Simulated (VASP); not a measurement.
# Tb (Fm-3m) in VASP: further runs

Tb is run at these levels: PBE; tasks: single point.

Everything below comes from runs of VASP 6.6.1. Logs are shortened: lines on timing, memory, paths and dates and some standing lists are left out, and cuts for length are marked.

**1. The cell of the first run**

Symmetry: Fm-3m, No. 225, cubic system. The conventional cell has a = 5.040 Å, b = 5.040 Å, c = 5.040 Å, α = 90.00°, β = 90.00°, γ = 90.00°. Tb (site symmetry m-3m) has 12 Tb at 3.56 Å within 4.7 Å.

**2. Single point, PBE, collinear spin, ferromagnetic start**

The input, INCAR:

```
ALGO = Normal ; EDIFF = 1E-6
ENCUT = 520 ; GGA = PE
ISIF = 2 ; ISMEAR = -1
ISPIN = 2 ; LASPH = True
LCHARG = False ; LMAXMIX = 6
LORBIT = 11 ; LREAL = False
LWAVE = False ; MAGMOM = -4.85
NBANDS = 20 ; NELM = 150
PREC = Accurate ; SIGMA = 0.05
```

The input, KPOINTS:

```
k-points
0
Gamma
  9 9 9
```

The input, POSCAR:

```
Tb
1.0
    0.0000000000      2.5199650902      2.5199650902
    2.5199650902      0.0000000000      2.5199650902
    2.5199650902      2.5199650902      0.0000000000
Tb
1
Direct
    0.0000000000      0.0000000000      0.0000000000
```

Potentials or basis: VASP PAW PBE potentials, release 64 (Tb).

The run is started by

```
$ cat potpaw_PBE.64/Tb/POTCAR > POTCAR
$ mpirun -np 1 vasp_std > vasp.out
```

OUTCAR:

```text
EDIFF = 1E-6
   ENCUT = 520
   GGA = PE
   ISIF = 2
   ISMEAR = -1
   ISPIN = 2
   LASPH = True
   LORBIT = 11
   LREAL = False
   NELM = 150
   PREC = Accurate

 ion  position               nearest neighbor table
   1  0.000  0.000  0.000-

  LATTYP: Found a face centered cubic cell.
 ALAT       =     5.0399301804

  Lattice vectors:

 A1 = (   0.0000000000,   2.5199650902,   2.5199650902)
 A2 = (   2.5199650902,   0.0000000000,   2.5199650902)
 A3 = (   2.5199650902,   2.5199650902,   0.0000000000)

Analysis of symmetry for initial positions (statically):
=====================================================================
 Subroutine PRICEL returns:
 Original cell was already a primitive cell.

 Routine SETGRP: Setting up the symmetry group for a
 face centered cubic supercell.

 Subroutine GETGRP returns: Found 48 space group operations
 (whereof 48 operations were pure point group operations)
 out of a pool of 48 trial point group operations.

The static configuration has the point symmetry O_h .

Analysis of symmetry for dynamics (positions and initial velocities):
=====================================================================
 Subroutine PRICEL returns:
 Original cell was already a primitive cell.

 Routine SETGRP: Setting up the symmetry group for a
 face centered cubic supercell.

 Subroutine GETGRP returns: Found 48 space group operations
 (whereof 48 operations were pure point group operations)
 out of a pool of 48 trial point group operations.

The dynamic configuration has the point symmetry O_h .

Analysis of structural, dynamic, and magnetic symmetry:
=====================================================================
 Subroutine PRICEL returns:
 Original cell was already a primitive cell.

 Routine SETGRP: Setting up the symmetry group for a
 face centered cubic supercell.

 Subroutine GETGRP returns: Found 48 space group operations
 (whereof 48 operations were pure point group operations)
 out of a pool of 48 trial point group operations.

The overall configuration has the point symmetry O_h .

 Subroutine INISYM returns: Found 48 space group operations
 (whereof 48 operations are pure point group operations),
 and found     1 'primitive' translations

----------------------------------------------------------------------------------------

                                     Primitive cell

  volume of cell :      32.0047

  direct lattice vectors                    reciprocal lattice vectors
[... 92 lines left out ...]
   ISYM   =      2    0-nonsym 1-usesym 2-fastsym
   POTIM  = 0.5000    time-step for ionic-motion
   TEBEG  =    0.0;   TEEND  =   0.0 temperature during run
   PSTRESS=    0.0 pullay stress
   NELECT =      19.0000    total number of electrons
   NUPDOWN=      -1.0000    fix difference up-down
   EMIN   =  10.00;   EMAX   =-10.00  energy-range for DOS
   EFERMI =   0.00;   METHOD = LEGACY
   ISMEAR =    -1;   SIGMA  =   0.05  broadening in eV -4-tet -1-fermi 0-gaus
   EFERMI_NEDOS =   21; number of points for ismear=-14 and -15
   IALGO  =     38    algorithm
   IMIX   =      4    mixing-type and parameters
     AMIX     =   0.40;   BMIX     =  1.00
     AMIX_MAG =   1.60;   BMIX_MAG =  1.00
  volume/ion in A,a.u.               =      32.00       215.98
  Fermi-wavevector in a.u.,A,eV,Ry     =   1.375904  2.600082 25.757355  1.893112
  Thomas-Fermi vector in A             =   2.501197
   LORBIT       =     11    0 simple, 1 ext, 2 COOP (PROOUT), +10 PAW based schemes
   GGA     = PE    functional components
   LHFCALC =     F    Hartree Fock is set to
   AEXX    =    0.0000 exact exchange contribution
   IVDW    =     0    specifies the selected vdW correction
   LEPSILON=     F    determine dielectric tensor
   LRPA    =     F    only Hartree local field effects (RPA)
 spin polarized calculation
  energy-cutoff  :      520.00
  volume of cell :       32.00
 maximum number of plane-waves:       889
   NGX = 13   NGY = 13   NGZ = 13

 number of electron      19.0000007 magnetization      -5.8722930

 Free energy of the ion-electron system (eV)
  ---------------------------------------------------
  ext. energy  EPLUGINS =         0.00000000
  ---------------------------------------------------
  free energy    TOTEN  =        -9.55201614 eV

  energy without entropy =       -9.51094046  energy(sigma->0) =       -9.53147830

 E-fermi :   2.9159     XC(G=0): -10.1041

 val. band max:        2.9082928804   @ k =  -0.4444   0.3333   0.0000
 cond. band min:       2.9160510191   @ k =  -0.4444   0.3333   0.1111
 fundamental gap:      0.0077581387
 Fermi energy:         2.9158537030

 spin component 1

 k-point     1 :       0.0000    0.0000    0.0000
  band No.  band energies     occupation
      1     -40.6246      1.00000
      2     -17.5543      1.00000
      3     -17.5543      1.00000
      4     -17.5543      1.00000
      5      -1.7026      1.00000
      6       2.5270      0.99958
[... 541 lines left out ...]
     19      12.6903      0.00000
     20      13.9647      0.00000

 [... further k-points ...]

 spin component 2

 k-point     1 :       0.0000    0.0000    0.0000
  band No.  band energies     occupation
      1     -43.1947      1.00000
      2     -19.4493      1.00000
      3     -19.4493      1.00000
      4     -19.4493      1.00000
      5      -2.0416      1.00000
      6      -1.2426      1.00000
[... 541 lines left out ...]
     19      12.0290      0.00000
     20      13.0413      0.00000

 [... further k-points ...]
[... 5 lines left out ...]
  --------------------------------------------------------------------------------------
  -------------------------------------------------------------------------------------
  Total        0.0055594      0.0055594      0.0055594     -0.0000000     -0.0000000      0.0000000
  in kB        0.2783070      0.2783070      0.2783070     -0.0000000     -0.0000000      0.0000000
  external PRESSURE =       0.2783070 kB  Pullay stress =       0.0000000 kB

 VOLUME and BASIS-vectors are now :
 -----------------------------------------------------------------------------
  energy-cutoff  :      520.00
  volume of cell :       32.00
      direct lattice vectors                 reciprocal lattice vectors
     0.000000000  2.519965090  2.519965090    -0.198415447  0.198415447  0.198415447
     2.519965090  0.000000000  2.519965090     0.198415447 -0.198415447  0.198415447
     2.519965090  2.519965090  0.000000000     0.198415447  0.198415447 -0.198415447

 POSITION                                       TOTAL-FORCE (eV/Angst)
 -----------------------------------------------------------------------------------
      0.00000      0.00000      0.00000         0.000000      0.000000     -0.000000
 -----------------------------------------------------------------------------------
    total drift:                               -0.000000     -0.000000     -0.000000

  FREE ENERGIE OF THE ION-ELECTRON SYSTEM (eV)
  ---------------------------------------------------
  free  energy   TOTEN  =        -9.5520161426 eV

  energy  without entropy=       -9.5109404621  energy(sigma->0) =       -9.53147830

 total charge

# of ion       s       p       d       f       tot
--------------------------------------------------
    1        2.088   5.595   0.516   8.117  16.316

 magnetization (x)

# of ion       s       p       d       f       tot
--------------------------------------------------
    1       -0.001   0.050  -0.066  -5.679  -5.697
```

OSZICAR:

```text
N       E                     dE             d eps       ncg     rms          rms(c)
DAV:   1     0.993145994066E+02    0.99315E+02   -0.67772E+03  3720   0.459E+03
DAV:   2     0.552785656478E+01   -0.93787E+02   -0.84373E+02  3528   0.342E+02
[... 23 lines left out ...]
DAV:  26    -0.955201270483E+01   -0.11292E-04   -0.12836E-04  3716   0.194E-01    0.319E-01
DAV:  27    -0.955202584731E+01   -0.13142E-04   -0.99792E-06  4580   0.348E-02    0.169E-01
DAV:  28    -0.955202223657E+01    0.36107E-05   -0.45356E-06  2612   0.345E-02    0.141E-01
DAV:  29    -0.955201887821E+01    0.33584E-05   -0.16961E-06  1744   0.231E-02    0.133E-01
DAV:  30    -0.955201615579E+01    0.27224E-05   -0.40285E-06  2560   0.379E-02    0.145E-01
DAV:  31    -0.955201614264E+01    0.13146E-07   -0.67663E-07  2340   0.106E-02
   1 F= -.95520161E+01 E0= -.95314783E+01  d E =-.410757E-01  mag=    -5.8722
```

stdout:

```text
POSCAR found type information on POSCAR Tb
 POSCAR found :  1 types and       1 ions
 scaLAPACK will be used
 LDA part: xc-table for (Slater+PW92), standard interpolation
 POSCAR, INCAR and KPOINTS ok, starting setup
 FFT: planning ... GRIDC
 FFT: planning ... GRID_SOFT
 FFT: planning ... GRID
 WAVECAR not read
 entering main loop
```

It took 66 s on 1 thread of Intel Xeon 6975P-C (Granite Rapids), shared host; peak memory 0.2 GiB.

What came out:

```
Free energy                                           : -9.5520 eV
Pressure                                              : 0.0 GPa
Net moment                                            : -5.87 μB per cell
Site moments                                          : Tb -5.70 μB
Valence electrons inside the program's atomic spheres : Tb 16.32
```

Caveat: the magnetic or orbital state may not be the lowest; spin-orbit coupling is left out, which moves the levels of the heavy elements. The state reached can hang on the start; a lower one may exist.

**3. Single point, PBE, collinear spin, ferromagnetic start (volume scaled by 0.94)**

The input, INCAR:

```
ALGO = Normal
EDIFF = 1E-7
ENCUT = 520
GGA = PE
ISIF = 2
ISMEAR = -1
ISPIN = 2
LASPH = True
LCHARG = False
LMAXMIX = 6
LORBIT = 11
LREAL = False
LWAVE = False
MAGMOM = 6
NBANDS = 20
NELM = 150
PREC = Accurate
SIGMA = 0.05
```

KPOINTS is that of step 2.

The input, POSCAR:

```
Tb
1.0
    0.0000000000      2.4685227968      2.4685227968
    2.4685227968      0.0000000000      2.4685227968
    2.4685227968      2.4685227968      0.0000000000
Tb
1
Direct
    0.0000000000      0.0000000000      0.0000000000
```

Potentials or basis: VASP PAW PBE potentials, release 64 (Tb).

The run is started by

```
$ cat potpaw_PBE.64/Tb/POTCAR > POTCAR
$ mpirun -np 1 vasp_std > vasp.out
```

Run time: 2.1 min. Hardware: 1 thread of Intel Xeon Platinum 8259CL at 2.50GHz (Skylake/Cascade Lake), shared host; peak memory 0.2 GiB.

The run converged. Its results:

```
Free energy                                           : -9.5400 eV
Pressure                                              : 1.9 GPa
Net moment                                            : 5.87 μB per cell
Site moments                                          : Tb +5.71 μB
Valence electrons inside the program's atomic spheres : Tb 16.34
```

Levels at points of the mesh, in eV from the Fermi level:
Spin up:
```
           k point  band 10  band 11  band 12  band 13  band 14  band 15
(0.00, 0.00, 0.00)    -4.09    -4.09    -3.56     1.90     1.90     1.90
```
Spin down:
```
           k point  band 3  band 4  band 5  band 6  band 7  band 8  band 9  band 10
(0.00, 0.00, 0.00)  -20.33  -20.33   -4.67   -0.40    0.13    0.13    0.13     0.86
```

Caveat: the magnetic or orbital state may not be the lowest; spin-orbit coupling is left out, which moves the levels of the heavy elements. The state reached can hang on the start; a lower one may exist.

**4. Single point, PBE, collinear spin, ferromagnetic start (volume scaled by 0.96)**

The input, INCAR:

```
SYSTEM = Tb
ALGO = Normal
EDIFF = 1E-6
ENCUT = 520
GGA = PE
ISIF = 2
ISMEAR = -1
ISPIN = 2
LASPH = .TRUE.
LCHARG = .FALSE.
LMAXMIX = 6
LORBIT = 11
LREAL = .FALSE.
LWAVE = .FALSE.
MAGMOM = 6
NBANDS = 20
NELM = 150
PREC = Accurate
SIGMA = 0.05
```

The input, KPOINTS:

```
k-points
0
G
  9 9 9
  0 0 0
```

The input, POSCAR:

```
Tb
1.0
    0.0000000000      2.4859073329      2.4859073329
    2.4859073329      0.0000000000      2.4859073329
    2.4859073329      2.4859073329      0.0000000000
Tb
1
Direct
    0.0000000000      0.0000000000      0.0000000000
```

The run is started by

```
$ cat potpaw_PBE.64/Tb/POTCAR > POTCAR
$ mpirun -np 1 vasp_std > vasp.out
```

Wall time 2.1 min (1 thread of Intel Xeon Platinum 8259CL at 2.50GHz (Skylake/Cascade Lake), shared host); peak memory 0.2 GiB.

Results (log left out):

```yaml
Free_energy: -9.5465 eV
Pressure: 1.0 GPa
Net_moment: 5.87 μB per cell
Site_moments: Tb +5.71 μB
Valence_electrons_inside_the_program's_atomic_spheres: Tb 16.33
```

Levels at points of the mesh, in eV from the Fermi level:
Spin up:
| k point | band 8 | band 9 | band 10 | band 11 | band 12 | band 13 | band 14 | band 15 | band 16 | band 17 |
| --- | --- | --- | --- | --- | --- | --- | --- | --- | --- | --- |
| (0.00, 0.00, 0.00) | -4.16 | -4.09 | -4.09 | -4.09 | -3.53 | 1.88 | 1.88 | 1.88 | 4.20 | 4.20 |
Spin down:
| k point | band 3 | band 4 | band 5 | band 6 | band 7 | band 8 | band 9 | band 10 |
| --- | --- | --- | --- | --- | --- | --- | --- | --- |
| (0.00, 0.00, 0.00) | -20.38 | -20.38 | -4.66 | -0.39 | 0.13 | 0.13 | 0.13 | 0.86 |

Caveat: the magnetic or orbital state may not be the lowest; spin-orbit coupling is left out, which moves the levels of the heavy elements. The state reached can hang on the start; a lower one may exist.

**5. Single point, PBE, collinear spin, ferromagnetic start (volume scaled by 0.98)**

The input, INCAR:

```
PREC = Accurate
ENCUT = 520
EDIFF = 1E-6
ISMEAR = -1
SIGMA = 0.05
LREAL = False
LASPH = True
NELM = 150
ALGO = Normal
ISIF = 2
LWAVE = False
LCHARG = False
ISPIN = 2
MAGMOM = 6
LORBIT = 11
LMAXMIX = 6
GGA = PE
NBANDS = 20
```

The input, KPOINTS:

```
regular mesh
0
Gamma
  9 9 9
```

The input, POSCAR:

```
Tb
1.0
    0.0000000000      2.5030520632      2.5030520632
    2.5030520632      0.0000000000      2.5030520632
    2.5030520632      2.5030520632      0.0000000000
Tb
1
Direct
    0.0000000000      0.0000000000      0.0000000000
```

The run is started by

```
$ cat potpaw_PBE.64/Tb/POTCAR > POTCAR
$ mpirun -np 1 vasp_std > vasp.out
```

Wall time 2.2 min (1 thread of Intel Xeon Platinum 8259CL at 2.50GHz (Skylake/Cascade Lake), shared host); peak memory 0.21 GiB.

It converged, with:

```
Free energy                                           : -9.5505 eV
Pressure                                              : 0.7 GPa
Net moment                                            : 5.87 μB per cell
Site moments                                          : Tb +5.70 μB
Valence electrons inside the program's atomic spheres : Tb 16.32
```

Levels at points of the mesh, in eV from the Fermi level:
Spin up:
```
           k point  band 10  band 11  band 12  band 13  band 14  band 15
(0.00, 0.00, 0.00)    -4.09    -4.09    -3.51     1.86     1.86     1.86
```
Spin down:
| k point | band 4 | band 5 | band 6 | band 7 | band 8 | band 9 |
| --- | --- | --- | --- | --- | --- | --- |
| (0.00, 0.00, 0.00) | -20.43 | -4.64 | -0.39 | 0.13 | 0.13 | 0.13 |

Caveat: the magnetic or orbital state may not be the lowest; spin-orbit coupling is left out, which moves the levels of the heavy elements. The state reached can hang on the start; a lower one may exist.

**6. Single point, PBE, collinear spin, ferromagnetic start (volume scaled by 1.02)**

The input, INCAR:

```
  PREC = Accurate
  ENCUT = 520
  EDIFF = 1E-7
  ISMEAR = -1
  SIGMA = 0.05
  LREAL = F
  LASPH = T
  NELM = 150
  ALGO = Normal
  ISIF = 2
  LWAVE = F
  LCHARG = T
  ISPIN = 2
  MAGMOM = 6
  LORBIT = 11
  LMAXMIX = 6
  GGA = PE
  LELF = T
  LVHAR = T
  NBANDS = 20
```

The input, KPOINTS:

```
Automatic mesh
0
Gamma
  9 9 9
```

The input, POSCAR:

```
Tb
1.0
    0.0000000000      2.5366540871      2.5366540871
    2.5366540871      0.0000000000      2.5366540871
    2.5366540871      2.5366540871      0.0000000000
Tb
1
Direct
    0.0000000000      0.0000000000      0.0000000000
```

Potentials or basis: VASP PAW PBE potentials, release 64 (Tb).

The run is started by

```
$ cat potpaw_PBE.64/Tb/POTCAR > POTCAR
$ mpirun -np 1 vasp_std > vasp.out
```

Wall time 2.5 min (1 thread of Intel Xeon Platinum 8259CL at 2.50GHz (Skylake/Cascade Lake), shared host); peak memory 0.2 GiB.

The run converged. Its results:

```
Free energy                                           : -9.5514 eV
Pressure                                              : -0.5 GPa
Net moment                                            : 5.87 μB per cell
Site moments                                          : Tb +5.69 μB
Valence electrons inside the program's atomic spheres : Tb 16.31
```

Levels at points of the mesh, in eV from the Fermi level:
Spin up:
```csv
k point,band 10,band 11,band 12,band 13,band 14,band 15
"(0.00, 0.00, 0.00)",-4.09,-4.09,-3.46,1.83,1.83,1.83
```
Spin down:
```csv
k point,band 3,band 4,band 5,band 6,band 7,band 8,band 9,band 10,band 11,band 12
"(0.00, 0.00, 0.00)",-20.51,-20.51,-4.60,-0.39,0.13,0.13,0.13,0.84,0.84,0.84
```

Caveat: the magnetic or orbital state may not be the lowest; spin-orbit coupling is left out, which moves the levels of the heavy elements. The state reached can hang on the start; a lower one may exist.

**7. The runs side by side**

| cell | gap on the mesh (eV) | pressure (GPa) | moment (μB) |
| --- | --- | --- | --- |
| a = 3.564 Å, angles 60.0°, 1 atom | none | 0.0 | 5.87 |
| a = 3.491 Å, angles 60.0°, 1 atom | none | 1.9 | 5.87 |
| a = 3.516 Å, angles 60.0°, 1 atom | none | 1.0 | 5.87 |
| a = 3.540 Å, angles 60.0°, 1 atom | none | 0.7 | 5.87 |
| a = 3.587 Å, angles 60.0°, 1 atom | none | -0.5 | 5.87 |

Alike in all rows: task single point; level PBE; potentials or basis VASP PAW PBE potentials, release 64 (Tb); spin collinear, ferromagnetic start; k mesh 9 × 9 × 9; cutoff (eV) 520; smearing fermi-dirac 0.05 eV.

Caveats: the magnetic or orbital state may not be the lowest; spin-orbit coupling is left out, which moves the levels of the heavy elements.

Absolute energies hang on the potentials; compare differences alone.
